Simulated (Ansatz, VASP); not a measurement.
# Al in VASP and in Ansatz

```
Al
1.0
     0.00000    1.99161    1.99161
     1.99161    0.00000    1.99161
     1.99161    1.99161    0.00000
Al
1
Direct
  0.00000 0.00000 0.00000
```

Alike in both runs: task single point; functional LDA; k mesh 14 × 14 × 14; occupations gaussian, width 0.3 eV; no spin polarisation.

|  | VASP | Ansatz |
| --- | --- | --- |
| version | VASP 6.6.1 | Ansatz 0.2.0 |
| potentials or method | VASP PAW LDA potentials, release 64 (Al), cutoff 520 eV | plane waves (420 eV) with PAW, scalar-relativistic |
| valence electrons in the cell | 3 | 3 |

|  | VASP | Ansatz | Ansatz less VASP |
| --- | --- | --- | --- |
| pressure (GPa) | 0.0 | 0.0 | -0.07 |

Ansatz warns that its potentials were made for another functional, while VASP's fit it. LDA's correlation is that of Perdew and Zunger in VASP and of Perdew and Wang (1992) in Ansatz.
